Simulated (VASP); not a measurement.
# FeO (R-3m) in VASP: a series of runs

Runs on FeO. Level: PBEsol. Tasks: single point, relaxation of shape and atoms at fixed volume.

All numbers are computed with VASP 6.6.1; they aren't measurements. Logs are shortened: lines on timing, memory, paths and dates and some standing lists are left out, and cuts for length are marked.

### Step 1. The cell of the first run

The typed cell holds 2 atoms: a = 3.100 Å, b = 3.100 Å, c = 3.100 Å, α = 59.98°, β = 59.98°, γ = 59.98°.

### Step 2. Single point, PBEsol, collinear spin, ferromagnetic start (10.52 Å³/atom)

The input, INCAR:

```
SYSTEM = FeO
ALGO = Normal
EDIFF = 1E-6
ENCUT = 520
GGA = PS
ISIF = 2
ISMEAR = 0
ISPIN = 2
LASPH = .TRUE.
LCHARG = .FALSE.
LMAXMIX = 4
LORBIT = 11
LREAL = .FALSE.
LWAVE = .FALSE.
MAGMOM = 3.76 0.37
NBANDS = 18
NELM = 150
PREC = Accurate
SIGMA = 0.1
```

The input, KPOINTS:

```
k-points
0
G
  18 18 18
  0 0 0
```

The input, POSCAR:

```
FeO
1.0
    1.5492635338      0.8944677183      2.5311784212
   -1.5492635338      0.8944677183      2.5311784212
    0.0000000000     -1.7889354365      2.5311784212
Fe O
1 1
Direct
    0.0000000000      0.0000000000      0.0000000000
    0.5000000000      0.5000000000      0.5000000000
```

Potentials or basis: VASP PAW PBE potentials, release 64 (Fe, O).

Run with:

```
> cat potpaw_PBE.64/Fe/POTCAR potpaw_PBE.64/O/POTCAR > POTCAR
> mpirun -np 1 vasp_std > vasp.out
```

OUTCAR:

```text
SYSTEM = FeO
   EDIFF = 1E-6
   ENCUT = 520
   GGA = PS
   ISIF = 2
   ISMEAR = 0
   ISPIN = 2
   LASPH = .TRUE.
   LORBIT = 11
   LREAL = .FALSE.
   NELM = 150
   PREC = Accurate

 ion  position               nearest neighbor table
   1  0.000  0.000  0.000-   2 2.19   2 2.19   2 2.19   2 2.19   2 2.19   2 2.19
   2  0.500  0.500  0.500-   1 2.19   1 2.19   1 2.19   1 2.19   1 2.19   1 2.19

  LATTYP: Found a trigonal (rhomboedric) cell.
 ALAT       =     3.0995409654
 COS(alpha) =     0.5003270588

  Lattice vectors:

 A1 = (   1.5492635338,   0.8944677183,   2.5311784212)
 A2 = (  -1.5492635338,   0.8944677183,   2.5311784212)
 A3 = (   0.0000000000,  -1.7889354365,   2.5311784212)

Analysis of symmetry for initial positions (statically):
=====================================================================
 Subroutine PRICEL returns:
 Original cell was already a primitive cell.

 Routine SETGRP: Setting up the symmetry group for a
 trigonal (rhombohedral) supercell.

 Subroutine GETGRP returns: Found 12 space group operations
 (whereof 12 operations were pure point group operations)
 out of a pool of 12 trial point group operations.

The static configuration has the point symmetry D_3d.

Analysis of symmetry for dynamics (positions and initial velocities):
=====================================================================
 Subroutine PRICEL returns:
 Original cell was already a primitive cell.

 Routine SETGRP: Setting up the symmetry group for a
 trigonal (rhombohedral) supercell.

 Subroutine GETGRP returns: Found 12 space group operations
 (whereof 12 operations were pure point group operations)
 out of a pool of 12 trial point group operations.

The dynamic configuration has the point symmetry D_3d.

Analysis of structural, dynamic, and magnetic symmetry:
=====================================================================
 Subroutine PRICEL returns:
 Original cell was already a primitive cell.

 Routine SETGRP: Setting up the symmetry group for a
 trigonal (rhombohedral) supercell.

 Subroutine GETGRP returns: Found 12 space group operations
 (whereof 12 operations were pure point group operations)
 out of a pool of 12 trial point group operations.

The overall configuration has the point symmetry D_3d.

 Subroutine INISYM returns: Found 12 space group operations
 (whereof 12 operations are pure point group operations),
 and found     1 'primitive' translations

----------------------------------------------------------------------------------------

                                     Primitive cell

  volume of cell :      21.0457

  direct lattice vectors                    reciprocal lattice vectors
     1.549263534  0.894467718  2.531178421     0.322733989  0.186330555  0.131690967
    -1.549263534  0.894467718  2.531178421    -0.322733989  0.186330555  0.131690967
     0.000000000 -1.788935437  2.531178421     0.000000000 -0.372661111  0.131690967

  length of vectors
     3.099540965  3.099540965  3.099540965     0.395245258  0.395245258  0.395245258

  position of ions in fractional coordinates (direct lattice)
     0.000000000  0.000000000  0.000000000
     0.500000000  0.500000000  0.500000000

  ion indices of the primitive-cell ions
   primitive index   ion index
                 1           1
                 2           2

----------------------------------------------------------------------------------------

 KPOINTS: k-points

Automatic generation of k-mesh.
 Grid dimensions read from file:
 generate k-points for:   18   18   18

 Generating k-lattice:

  Cartesian coordinates                     Fractional coordinates (reciprocal lattice)
     0.017929666  0.010351698  0.007316165     0.055555556 -0.000000000  0.000000000
    -0.017929666  0.010351698  0.007316165    -0.000000000  0.055555556  0.000000000
     0.000000000 -0.020703395  0.007316165     0.000000000  0.000000000  0.055555556

  Length of vectors
     0.021958070  0.021958070  0.021958070

  Shift w.r.t. Gamma in fractional coordinates (k-lattice)
     0.000000000  0.000000000  0.000000000

 Subroutine IBZKPT returns following result:
 ===========================================

 Found    580 irreducible k-points:

 Following reciprocal coordinates:
            Coordinates               Weight
  0.000000  0.000000  0.000000      1.000000
  0.055556  0.000000  0.000000      6.000000
  0.111111  0.000000  0.000000      6.000000
  0.166667  0.000000  0.000000      6.000000
  0.222222 -0.000000  0.000000      6.000000
  0.277778  0.000000  0.000000      6.000000
[... 16 lines left out ...]
 -0.277778  0.055556 -0.000000     12.000000
 -0.222222  0.055556 -0.000000     12.000000
 [... further k-points ...]
   k-points           NKPTS =    580   k-points in BZ     NKDIM =    580   number of bands    NBANDS=     18
   number of dos      NEDOS =    301   number of ions     NIONS =      2
   total plane-waves  NPLWV =  13824
   dimension x,y,z NGX =    24 NGY =   24 NGZ =   24
   dimension x,y,z NGXF=    48 NGYF=   48 NGZF=   48
   ions per type =               1   1
   NGX,Y,Z   is equivalent  to a cutoff of  12.87, 12.87, 12.87 a.u.
   NGXF,Y,Z  is equivalent  to a cutoff of  25.75, 25.75, 25.75 a.u.
 SYSTEM =  FeO
   PREC   = accura    normal or accurate (medium, high low for compatibility)
   ISTART =      0    job   : 0-new  1-cont  2-samecut
   ICHARG =      2    charge: 1-file 2-atom 10-const
   ISPIN  =      2    spin polarized calculation?
   LNONCOLLINEAR =      F non collinear calculations
   LSORBIT =      F    spin-orbit coupling
   LASPH  =      T    aspherical Exc in radial PAW
   ENCUT  =  520.0 eV  38.22 Ry    6.18 a.u.   5.76  5.76  5.76*2*pi/ulx,y,z
   NELM   =    150;   NELMIN=  2; NELMDL= -5     # of ELM steps
   EDIFF  = 0.1E-05   stopping-criterion for ELM
   LREAL  =      F    real-space projection
   EDIFFG = 0.1E-04   stopping-criterion for IOM
   NSW    =      0    number of steps for IOM
   IBRION =     -1    ionic relax: 0-MD 1-quasi-New 2-CG
   NFREE  =      0    steps in history (QN), initial steepest desc. (CG)
   ISIF   =      2    stress and relaxation
   ISYM   =      2    0-nonsym 1-usesym 2-fastsym
   POTIM  = 0.5000    time-step for ionic-motion
   TEBEG  =    0.0;   TEEND  =   0.0 temperature during run
   PSTRESS=    0.0 pullay stress
   NELECT =      14.0000    total number of electrons
   NUPDOWN=      -1.0000    fix difference up-down
   EMIN   =  10.00;   EMAX   =-10.00  energy-range for DOS
   EFERMI =   0.00;   METHOD = LEGACY
   ISMEAR =     0;   SIGMA  =   0.10  broadening in eV -4-tet -1-fermi 0-gaus
   EFERMI_NEDOS =   21; number of points for ismear=-14 and -15
   IALGO  =     38    algorithm
   IMIX   =      4    mixing-type and parameters
     AMIX     =   0.40;   BMIX     =  1.00
     AMIX_MAG =   1.60;   BMIX_MAG =  1.00
  volume/ion in A,a.u.               =      10.52        71.01
  Fermi-wavevector in a.u.,A,eV,Ry     =   1.429101  2.700609 27.787573  2.042329
  Thomas-Fermi vector in A             =   2.549091
   LORBIT       =     11    0 simple, 1 ext, 2 COOP (PROOUT), +10 PAW based schemes
   GGA     = PS    functional components
   LHFCALC =     F    Hartree Fock is set to
   AEXX    =    0.0000 exact exchange contribution
   IVDW    =     0    specifies the selected vdW correction
   LEPSILON=     F    determine dielectric tensor
   LRPA    =     F    only Hartree local field effects (RPA)
 spin polarized calculation
 Gauss-broadening in eV      SIGMA  =   0.10
  energy-cutoff  :      520.00
  volume of cell :       21.05
 maximum number of plane-waves:       588
   NGX = 11   NGY = 11   NGZ = 11

 number of electron      14.0000003 magnetization       4.0020707

 Free energy of the ion-electron system (eV)
  ---------------------------------------------------
  ext. energy  EPLUGINS =         0.00000000
  ---------------------------------------------------
  free energy    TOTEN  =       -15.76572244 eV

  energy without entropy =      -15.75857151  energy(sigma->0) =      -15.76214697

 E-fermi :   5.5419     XC(G=0): -12.1397

 val. band max:        5.5414018264   @ k =  -0.2222   0.0556  -0.0000
 cond. band min:       5.5423234328   @ k =  -0.2222   0.1667  -0.0000
 fundamental gap:      0.0009216064
 Fermi energy:         5.5418980571

 spin component 1

 k-point     1 :       0.0000    0.0000    0.0000
  band No.  band energies     occupation
      1     -14.7516      1.00000
      2       1.7092      1.00000
      3       1.7111      1.00000
      4       1.7111      1.00000
      5       1.8747      1.00000
      6       1.8777      1.00000
[... 10 lines left out ...]
     17      25.1571      0.00000
     18      28.4901      0.00000

 k-point     2 :       0.0556    0.0000    0.0000
  band No.  band energies     occupation
      1     -14.7231      1.00000
      2       1.3482      1.00000
      3       1.3685      1.00000
      4       1.3705      1.00000
      5       1.7514      1.00000
      6       1.7526      1.00000
[... 10 lines left out ...]
     17      25.5800      0.00000
     18      28.9956      0.00000

 k-point     3 :       0.1111    0.0000    0.0000
  band No.  band energies     occupation
      1     -14.6399      1.00000
      2       0.7072      1.00000
      3       0.9001      1.00000
      4       0.9022      1.00000
      5       1.8095      1.00000
      6       1.8107      1.00000
[... 412 lines left out ...]
 k-point    23 :      -0.2778    0.0556   -0.0000
  band No.  band energies     occupation
      1     -14.0799      1.00000
      2      -1.6843      1.00000
      3      -0.4193      1.00000
      4      -0.2397      1.00000
      5       2.1344      1.00000
      6       2.2194      1.00000
[... 10 lines left out ...]
     17      30.6526      0.00000
     18      32.3502      0.00000

 k-point    24 :      -0.2222    0.0556   -0.0000
  band No.  band energies     occupation
      1     -14.2639      1.00000
      2      -1.0679      1.00000
      3      -0.1446      1.00000
      4       0.0987      1.00000
      5       2.0081      1.00000
      6       2.1050      1.00000
[... 10 lines left out ...]
     17      30.3489      0.00000
     18      32.1079      0.00000

 [... further k-points ...]

 spin component 2

 k-point     1 :       0.0000    0.0000    0.0000
  band No.  band energies     occupation
      1     -14.2109      1.00000
      2       2.4449      1.00000
      3       2.4479      1.00000
      4       2.4479      1.00000
      5       4.8625      1.00000
      6       4.8650      1.00000
[... 10 lines left out ...]
     17      26.6745      0.00000
     18      29.5785      0.00000

 k-point     2 :       0.0556    0.0000    0.0000
  band No.  band energies     occupation
      1     -14.1822      1.00000
      2       2.1815      1.00000
      3       2.3541      1.00000
      4       2.3569      1.00000
      5       4.9008      1.00000
      6       4.9030      1.00000
[... 10 lines left out ...]
     17      27.0171      0.00000
     18      30.1444      0.00000

 k-point     3 :       0.1111    0.0000    0.0000
  band No.  band energies     occupation
      1     -14.0981      1.00000
      2       1.5578      1.00000
      3       2.1202      1.00000
      4       2.1229      1.00000
      5       4.9960      1.00000
      6       4.9998      1.00000
[... 412 lines left out ...]
 k-point    23 :      -0.2778    0.0556   -0.0000
  band No.  band energies     occupation
      1     -13.5316      1.00000
      2      -0.8776      1.00000
      3       1.0732      1.00000
      4       1.1405      1.00000
      5       5.4319      0.94002
      6       5.4541      0.89281
[... 10 lines left out ...]
     17      31.2815      0.00000
     18      33.1886      0.00000

 k-point    24 :      -0.2222    0.0556   -0.0000
  band No.  band energies     occupation
      1     -13.7178      1.00000
      2      -0.2339      1.00000
      3       1.3300      1.00000
      4       1.4269      1.00000
      5       5.2663      0.99995
      6       5.2780      0.99991
[... 10 lines left out ...]
     17      31.1579      0.00000
     18      33.1168      0.00000

 [... further k-points ...]

------------------------ aborting loop because EDIFF is reached ----------------------------------------

  FORCE on cell =-STRESS in cart. coord.  units (eV):
  Direction    XX          YY          ZZ          XY          YZ          ZX
  --------------------------------------------------------------------------------------
  -------------------------------------------------------------------------------------
  Total       -2.0939012     -2.0939012     -2.0990717      0.0000000     -0.0000000      0.0000000
  in kB     -159.4053105   -159.4053105   -159.7989370      0.0000000     -0.0000000      0.0000000
  external PRESSURE =    -159.5365194 kB  Pullay stress =       0.0000000 kB

 VOLUME and BASIS-vectors are now :
 -----------------------------------------------------------------------------
  energy-cutoff  :      520.00
  volume of cell :       21.05
      direct lattice vectors                 reciprocal lattice vectors
     1.549263534  0.894467718  2.531178421     0.322733989  0.186330555  0.131690967
    -1.549263534  0.894467718  2.531178421    -0.322733989  0.186330555  0.131690967
     0.000000000 -1.788935437  2.531178421     0.000000000 -0.372661111  0.131690967

 POSITION                                       TOTAL-FORCE (eV/Angst)
 -----------------------------------------------------------------------------------
      0.00000      0.00000      0.00000         0.000000      0.000000      0.000000
      0.00000      0.00000      3.79677        -0.000000     -0.000000     -0.000000
 -----------------------------------------------------------------------------------
    total drift:                               -0.000000      0.000000     -0.000000

  FREE ENERGIE OF THE ION-ELECTRON SYSTEM (eV)
  ---------------------------------------------------
  free  energy   TOTEN  =       -15.7657224437 eV

  energy  without entropy=      -15.7585715056  energy(sigma->0) =      -15.76214697

 total charge

# of ion       s       p       d       tot
------------------------------------------
    1        0.279   0.332   6.052   6.663
    2        1.552   3.389   0.000   4.940
--------------------------------------------------
tot          1.831   3.720   6.052  11.603

 magnetization (x)

# of ion       s       p       d       tot
------------------------------------------
    1        0.026   0.020   3.573   3.619
    2        0.028   0.265   0.000   0.294
--------------------------------------------------
tot          0.055   0.285   3.573   3.913
```

It took 6 min on 1 thread of Intel Xeon 8259CL, shared host; peak memory 0.43 GiB.

Results:

```
Free energy                                           : -15.7657 eV
Pressure                                              : -16.0 GPa
Band gap on the k mesh                                : zero (filled and empty bands overlap)
Net moment                                            : 4.00 μB per cell
Site moments                                          : Fe +3.62; O +0.29 μB
Valence electrons inside the program's atomic spheres : Fe 6.66; O 4.94
```

Caveat: the cell stands under tension; the PAW data sets were made with another functional, which shifts forces and pressure a little; a cell with one magnetic atom can't hold antiferromagnetic order, which such compounds often take; semilocal functionals often make such compounds metallic where correlation or magnetic order opens a gap, which also shifts bond lengths.

(Part 1 of 2 ends here.)
